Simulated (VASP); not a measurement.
# Sb (P-1) in VASP: single point with PBEsol

Aim: the single point of Sb with PBEsol.

All numbers are computed with VASP 6.6.1; they aren't measurements. Logs are shortened: lines on timing, memory, paths and dates and some standing lists are left out, and cuts for length are marked.

## Step 1: The cell of the first run

The typed cell holds 2 atoms: a = 4.493 Å, b = 4.493 Å, c = 4.493 Å, α = 57.20°, β = 57.20°, γ = 57.20°.

## Step 2: Single point, PBEsol (atom 1 (Sb) moved by (-0.300, -0.150) A along [1 1 0] and z)

File INCAR:

```
PREC = Accurate ; ENCUT = 520
EDIFF = 1E-7 ; ISMEAR = 0
SIGMA = 0.15 ; LREAL = False
LASPH = True ; NELM = 80
ALGO = Fast ; ISIF = 2
LWAVE = False ; LCHARG = False
GGA = PS ; NBANDS = 12
```

File KPOINTS:

```
regular mesh
0
Gamma
  12 12 12
```

File POSCAR:

```
Sb
1.0
    2.1506003320      1.2416496806      3.7440000000
   -2.1506003320      1.2416496806      3.7440000000
    0.0000000000     -2.4832993611      3.7440000000
Sb
2
Direct
    0.1424915509      0.2411300712      0.2772342754
    0.7663600000      0.7663600000      0.7663600000
```

Potentials or basis: VASP PAW PBE potentials, release 64 (Sb).

On the command line:

```sh
cat potpaw_PBE.64/Sb/POTCAR > POTCAR
mpirun -np 1 vasp_std > vasp.out
```

OUTCAR:

```text
PREC = Accurate
   ENCUT = 520
   EDIFF = 1E-7
   ISMEAR = 0
   LREAL = False
   LASPH = True
   NELM = 80
   ISIF = 2
   GGA = PS

 ion  position               nearest neighbor table
   1  0.142  0.241  0.277-   2 2.65   2 2.78   2 3.09   2 3.24   2 3.51   2 3.61
   2  0.766  0.766  0.766-   1 2.65   1 2.78   1 3.09   1 3.24   1 3.51   1 3.61

  LATTYP: Found a trigonal (rhomboedric) cell.
 ALAT       =     4.4926953733
 COS(alpha) =     0.5417151843

  Lattice vectors:

 A1 = (   2.1506003320,   1.2416496806,   3.7440000000)
 A2 = (  -2.1506003320,   1.2416496806,   3.7440000000)
 A3 = (   0.0000000000,  -2.4832993611,   3.7440000000)

Analysis of symmetry for initial positions (statically):
=====================================================================
 Subroutine PRICEL returns:
 Original cell was already a primitive cell.

 Routine SETGRP: Setting up the symmetry group for a
 trigonal (rhombohedral) supercell.

 Subroutine GETGRP returns: Found  2 space group operations
 (whereof  1 operations were pure point group operations)
 out of a pool of 12 trial point group operations.

The static configuration has the point symmetry C_1 .
 The point group associated with its full space group is S_2 .

Analysis of symmetry for dynamics (positions and initial velocities):
=====================================================================
 Subroutine PRICEL returns:
 Original cell was already a primitive cell.

 Routine SETGRP: Setting up the symmetry group for a
 trigonal (rhombohedral) supercell.

 Subroutine GETGRP returns: Found  2 space group operations
 (whereof  1 operations were pure point group operations)
 out of a pool of 12 trial point group operations.

The dynamic configuration has the point symmetry C_1 .
 The point group associated with its full space group is S_2 .

 Subroutine INISYM returns: Found  2 space group operations
 (whereof  1 operations are pure point group operations),
 and found     1 'primitive' translations

----------------------------------------------------------------------------------------

                                     Primitive cell

  volume of cell :      59.9854

  direct lattice vectors                    reciprocal lattice vectors
     2.150600332  1.241649681  3.744000000     0.232493222  0.134230024  0.089031339
    -2.150600332  1.241649681  3.744000000    -0.232493222  0.134230024  0.089031339
     0.000000000 -2.483299361  3.744000000     0.000000000 -0.268460048  0.089031339

  length of vectors
     4.492695373  4.492695373  4.492695373     0.282838075  0.282838075  0.282838075

  position of ions in fractional coordinates (direct lattice)
     0.142491551  0.241130071  0.277234275
     0.766360000  0.766360000  0.766360000

  ion indices of the primitive-cell ions
   primitive index   ion index
                 1           1
                 2           2

----------------------------------------------------------------------------------------

 KPOINTS: regular mesh

Automatic generation of k-mesh.
 Grid dimensions read from file:
 generate k-points for:   12   12   12

 Generating k-lattice:

  Cartesian coordinates                     Fractional coordinates (reciprocal lattice)
     0.019374435  0.011185835  0.007419278     0.083333333  0.000000000  0.000000000
    -0.019374435  0.011185835  0.007419278     0.000000000  0.083333333  0.000000000
     0.000000000 -0.022371671  0.007419278     0.000000000  0.000000000  0.083333333

  Length of vectors
     0.023569840  0.023569840  0.023569840

  Shift w.r.t. Gamma in fractional coordinates (k-lattice)
     0.000000000  0.000000000  0.000000000

 Subroutine IBZKPT returns following result:
 ===========================================

 Found    868 irreducible k-points:

 Following reciprocal coordinates:
            Coordinates               Weight
  0.000000  0.000000  0.000000      1.000000
  0.083333  0.000000 -0.000000      2.000000
  0.000000  0.083333 -0.000000      2.000000
  0.000000  0.000000  0.083333      2.000000
  0.166667  0.000000  0.000000      2.000000
  0.000000  0.166667  0.000000      2.000000
[... 16 lines left out ...]
  0.166667  0.083333  0.000000      2.000000
 -0.166667 -0.000000 -0.083333      2.000000
 [... further k-points ...]
   k-points           NKPTS =    868   k-points in BZ     NKDIM =    868   number of bands    NBANDS=     12
   number of dos      NEDOS =    301   number of ions     NIONS =      2
   total plane-waves  NPLWV =  46656
   dimension x,y,z NGX =    36 NGY =   36 NGZ =   36
   dimension x,y,z NGXF=    72 NGYF=   72 NGZF=   72
   ions per type =               2
   NGX,Y,Z   is equivalent  to a cutoff of  13.32, 13.32, 13.32 a.u.
   NGXF,Y,Z  is equivalent  to a cutoff of  26.64, 26.64, 26.64 a.u.
 SYSTEM =  unknown system
   PREC   = accura    normal or accurate (medium, high low for compatibility)
   ISTART =      0    job   : 0-new  1-cont  2-samecut
   ICHARG =      2    charge: 1-file 2-atom 10-const
   ISPIN  =      1    spin polarized calculation?
   LNONCOLLINEAR =      F non collinear calculations
   LSORBIT =      F    spin-orbit coupling
   LASPH  =      T    aspherical Exc in radial PAW
   ENCUT  =  520.0 eV  38.22 Ry    6.18 a.u.   8.35  8.35  8.35*2*pi/ulx,y,z
   NELM   =     80;   NELMIN=  2; NELMDL= -5     # of ELM steps
   EDIFF  = 0.1E-06   stopping-criterion for ELM
   LREAL  =      F    real-space projection
   EDIFFG = 0.1E-05   stopping-criterion for IOM
   NSW    =      0    number of steps for IOM
   IBRION =     -1    ionic relax: 0-MD 1-quasi-New 2-CG
   NFREE  =      0    steps in history (QN), initial steepest desc. (CG)
   ISIF   =      2    stress and relaxation
   ISYM   =      2    0-nonsym 1-usesym 2-fastsym
   POTIM  = 0.5000    time-step for ionic-motion
   TEBEG  =    0.0;   TEEND  =   0.0 temperature during run
   PSTRESS=    0.0 pullay stress
   NELECT =      10.0000    total number of electrons
   NUPDOWN=      -1.0000    fix difference up-down
   EMIN   =  10.00;   EMAX   =-10.00  energy-range for DOS
   EFERMI =   0.00;   METHOD = LEGACY
   ISMEAR =     0;   SIGMA  =   0.15  broadening in eV -4-tet -1-fermi 0-gaus
   EFERMI_NEDOS =   21; number of points for ismear=-14 and -15
   IALGO  =     68    algorithm
   IMIX   =      4    mixing-type and parameters
     AMIX     =   0.40;   BMIX     =  1.00
     AMIX_MAG =   1.60;   BMIX_MAG =  1.00
  volume/ion in A,a.u.               =      29.99       202.40
  Fermi-wavevector in a.u.,A,eV,Ry     =   0.901003  1.702649 11.045295  0.811806
  Thomas-Fermi vector in A             =   2.024030
   LORBIT       =      0    0 simple, 1 ext, 2 COOP (PROOUT), +10 PAW based schemes
   GGA     = PS    functional components
   LHFCALC =     F    Hartree Fock is set to
   AEXX    =    0.0000 exact exchange contribution
   IVDW    =     0    specifies the selected vdW correction
   LEPSILON=     F    determine dielectric tensor
   LRPA    =     F    only Hartree local field effects (RPA)
 non-spin polarized calculation
 RMM-DIIS sequential band-by-band and
 Gauss-broadening in eV      SIGMA  =   0.15
  energy-cutoff  :      520.00
  volume of cell :       59.99
 maximum number of plane-waves:      1627
 NGX is ok and might be reduce to    36
   NGX = 17   NGY = 17   NGZ = 17

 number of electron      10.0000000 magnetization

 Free energy of the ion-electron system (eV)
  ---------------------------------------------------
  ext. energy  EPLUGINS =         0.00000000
  ---------------------------------------------------
  free energy    TOTEN  =        -8.81155856 eV

  energy without entropy =       -8.80828956  energy(sigma->0) =       -8.80992406

 E-fermi :   7.1351     XC(G=0):  -9.6574

 val. band max:        7.1344942954   @ k =   0.1667   0.2500   0.2500
 cond. band min:       7.1405969438   @ k =   0.5000   0.1667   0.0833
 fundamental gap:      0.0061026483
 Fermi energy:         7.1351489638

 k-point     1 :       0.0000    0.0000    0.0000
  band No.  band energies     occupation
      1      -5.8176      2.00000
      2       2.6447      2.00000
      3       4.6898      2.00000
      4       5.3656      2.00000
      5       5.8959      2.00000
      6       8.4945      0.00000
      7       8.8959      0.00000
      8      10.6011      0.00000
      9      12.0134      0.00000
     10      13.0684      0.00000
     11      13.2649      0.00000
     12      13.4764      0.00000

 k-point     2 :       0.0833    0.0000   -0.0000
  band No.  band energies     occupation
      1      -5.7478      2.00000
      2       2.3187      2.00000
      3       4.6746      2.00000
      4       5.4310      2.00000
      5       5.8609      2.00000
      6       8.5690      0.00000
      7       8.8104      0.00000
      8      10.3859      0.00000
      9      12.0968      0.00000
     10      12.4740      0.00000
     11      12.8072      0.00000
     12      14.1643      0.00000

 k-point     3 :       0.0000    0.0833   -0.0000
  band No.  band energies     occupation
      1      -5.7394      2.00000
      2       2.1910      2.00000
      3       4.8446      2.00000
      4       5.3425      2.00000
      5       5.9201      2.00000
      6       8.5139      0.00000
      7       8.9980      0.00000
      8      10.3221      0.00000
      9      11.8251      0.00000
     10      12.6854      0.00000
     11      12.8380      0.00000
     12      14.0848      0.00000
[... 286 lines left out ...]
 k-point    23 :       0.1667    0.0833    0.0000
  band No.  band energies     occupation
      1      -5.5612      2.00000
      2       1.5703      2.00000
      3       4.5826      2.00000
      4       5.1994      2.00000
      5       6.1834      2.00000
      6       8.5277      0.00000
      7       8.9819      0.00000
      8       9.8325      0.00000
      9      11.5489      0.00000
     10      12.9876      0.00000
     11      13.1365      0.00000
     12      14.7743      0.00000

 k-point    24 :      -0.1667   -0.0000   -0.0833
  band No.  band energies     occupation
      1      -5.5671      2.00000
      2       1.6542      2.00000
      3       4.3555      2.00000
      4       5.2453      2.00000
      5       6.4380      2.00000
      6       8.1678      0.00000
      7       8.8289      0.00000
      8      10.1948      0.00000
      9      11.7819      0.00000
     10      12.8855      0.00000
     11      12.9989      0.00000
     12      14.7506      0.00000

 [... further k-points ...]
[... 5 lines left out ...]
  --------------------------------------------------------------------------------------
  -------------------------------------------------------------------------------------
  Total        0.8602624      3.1314186      1.3852307     -0.7520868      1.5218958      0.9258974
  in kB       22.9771229     83.6384209     36.9987284    -20.0878142     40.6489781     24.7301962
  external PRESSURE =      47.8714241 kB  Pullay stress =       0.0000000 kB

 VOLUME and BASIS-vectors are now :
 -----------------------------------------------------------------------------
  energy-cutoff  :      520.00
  volume of cell :       59.99
      direct lattice vectors                 reciprocal lattice vectors
     2.150600332  1.241649681  3.744000000     0.232493222  0.134230024  0.089031339
    -2.150600332  1.241649681  3.744000000    -0.232493222  0.134230024  0.089031339
     0.000000000 -2.483299361  3.744000000     0.000000000 -0.268460048  0.089031339

 POSITION                                       TOTAL-FORCE (eV/Angst)
 -----------------------------------------------------------------------------------
     -0.21213     -0.21213      2.47424         0.697363      1.158037      1.676373
      0.00000      0.00000      8.60776        -0.697363     -1.158037     -1.676373
 -----------------------------------------------------------------------------------
    total drift:                                0.000000      0.000000     -0.000000

  FREE ENERGIE OF THE ION-ELECTRON SYSTEM (eV)
  ---------------------------------------------------
  free  energy   TOTEN  =        -8.8115585582 eV

  energy  without entropy=       -8.8082895622  energy(sigma->0) =       -8.80992406
```

Wall time 14 min (1 thread of Oxide Virtual Turin-like, shared host); peak memory 0.6 GiB.

Results:

```yaml
Free_energy: -8.8116 eV
Pressure: 4.8 GPa
Largest_force: 2.154 eV/Å
Band_gap_on_the_k_mesh: zero (bands 5 and 6 overlap by 0.65 eV)
```

Forces on the atoms (eV/Å):
```
Sb   0.697  1.158  1.676
Sb  -0.697 -1.158 -1.676
```

Stress tensor (GPa, compression positive):
```
 2.30 -2.01  2.47
-2.01  8.36  4.06
 2.47  4.06  3.70
```

Levels at points of the mesh, in eV from the Fermi level:
```
           k point  band 1  band 2  band 3  band 4  band 5  band 6  band 7  band 8  band 9  band 10
(0.00, 0.00, 0.00)  -12.95   -4.49   -2.45   -1.77   -1.24    1.36    1.76    3.47    4.88     5.93
(0.50, 0.00, 0.00)  -11.31   -8.57   -2.71   -1.75   -0.66   -0.53    0.98    1.31    7.04     8.56
(0.00, 0.50, 0.00)  -10.52   -9.82   -2.23   -2.20   -0.37   -0.04    0.94    1.60    7.51     8.34
(0.00, 0.00, 0.50)  -10.31  -10.05   -2.33   -2.12   -0.39    0.01    1.24    1.34    7.74     8.06
(0.50, 0.50, 0.00)  -10.23   -9.03   -4.58   -3.80   -3.51    1.34    5.44    5.75    7.68     8.96
(0.50, 0.00, 0.50)  -10.57   -8.43   -4.92   -3.73   -3.42    0.96    5.67    6.01    7.30     8.86
(0.00, 0.50, 0.50)  -10.96   -7.26   -5.72   -3.99   -3.07    0.63    5.42    6.65    6.78     8.80
(0.50, 0.50, 0.50)  -11.67   -8.47   -2.42   -0.93   -0.61   -0.33    1.35    1.62    6.63     8.44
```

Caveat: the cell differs from its parent crystal (atom 1 (Sb) moved by (-0.300, -0.150) A along [1 1 0] and z); the stress differs along the axes, from 2 to 8 GPa; the PAW data sets were made with another functional, which shifts forces and pressure a little; spin-orbit coupling is left out, which moves the levels of the heavy elements.
